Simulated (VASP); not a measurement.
The system is FeNi3 (Awaruite).

```xyz
4
Lattice="3.5450 0.0000 0.0000 0.0000 3.5450 0.0000 0.0000 0.0000 3.5450" Properties=species:S:1:pos:R:3 pbc="T T T"
Ni    1.7725    1.7725    0.0000
Ni    1.7725    0.0000    1.7725
Ni    0.0000    1.7725    1.7725
Fe    0.0000    0.0000    0.0000
```

Base run:

```yaml
Program: VASP 6.6.1
Functional: PBEsol
Potentials_or_basis: VASP PAW PBE potentials, release 64 (Ni, Fe)
Cutoff: 520 eV
k_mesh: 8 × 8 × 8
Occupations: fermi-dirac, width 0.05 eV
Spin: no spin polarisation
```

Its results: pressure -17.3 GPa.

Task: The run is repeated on the same cell with these changes: spin from no spin polarisation to collinear spin, ferrimagnetic start; further incar settings from ALGO = Normal; EDIFF = 1e-06; NBANDS = 27 to ALGO = Fast; EDIFF = 1e-07; NBANDS = 31. What comes out?

Result: Pressure -9.5 GPa; net moment -4.80 μB per cell; site moments Ni -0.64; Fe -2.90 μB.

Caveats: the PAW data sets were made with another functional, which shifts forces and pressure a little.
